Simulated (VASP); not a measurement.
Input of a VASP 6.6.1 run:

INCAR

```
SYSTEM = NiO
PREC = Accurate ; ENCUT = 520
EDIFF = 1E-6 ; ISMEAR = -1
SIGMA = 0.03 ; LREAL = .False.
LASPH = .True. ; NELM = 150
ALGO = Normal ; ISIF = 2
LWAVE = .False. ; LCHARG = .True.
ISPIN = 2 ; MAGMOM = 1.5 0
LORBIT = 11 ; LMAXMIX = 4
GGA = PE ; LELF = .True.
LVHAR = .True. ; NBANDS = 19
```

KPOINTS

```
regular mesh
0
Gamma
  17 17 17
  0 0 0
```

Contents of POSCAR:

```
NiO
1.0
    0.0000000000      2.0737351355      2.0737351355
    2.0737351355      0.0000000000      2.0737351355
    2.0737351355      2.0737351355      0.0000000000
Ni O
1 1
Direct
    0.0000000000      0.0000000000      0.0000000000
    0.5000000000      0.5000000000      0.5000000000
```

Potentials or basis: VASP PAW PBE potentials, release 64 (Ni, O).

Launch:

```console
$ cat potpaw_PBE.64/Ni/POTCAR potpaw_PBE.64/O/POTCAR > POTCAR
$ mpirun -np 1 vasp_std > vasp.out
```

(1) What does it give for the net moment?

(2) Predict the site moments.

(3) Estimate the pressure.

## Answers

(1) 1.64 μB per cell.

(2) Ni +1.36; O +0.24 μB.

(3) 8.8 GPa.

Caveat: a cell with one magnetic atom can't hold antiferromagnetic order, which such compounds often take.
